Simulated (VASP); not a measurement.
Runs of VASP 6.6.1 on GaN. The structure is that of space group Fm-3m (No. 225), or close to it. The cells are those of the table. 

| cell | gap on the mesh (eV) | pressure (GPa) |
| --- | --- | --- |
| a = 2.942 Å, angles 60.0°, 2 atoms | 1.45 | 12.2 |
| a = 3.020 Å, angles 60.0°, 2 atoms | 0.92 | (b) |
| a = 2.994 Å, angles 60.0°, 2 atoms | (a) | -1.7 |
| a = 3.117 Å, angles 60.0°, 2 atoms | 0.31 | -23.4 |
| a = 3.045 Å, angles 60.0°, 2 atoms | 0.75 | -12.4 |

Alike in all rows: task single point; level r2SCAN; potentials or basis VASP PAW PBE potentials, release 64 (Ga_d, N); no spin polarisation; k mesh 8 × 8 × 8; cutoff (eV) 520; smearing gaussian 0.01 eV.

Question: Fill in the values left out.

Answer: (a) 1.08; (b) -7.4.

Caveats: the PAW data sets were made with another functional, which shifts forces and pressure a little.

A k mesh can miss the band edges, and the runs leave out spin-orbit coupling on Ga.
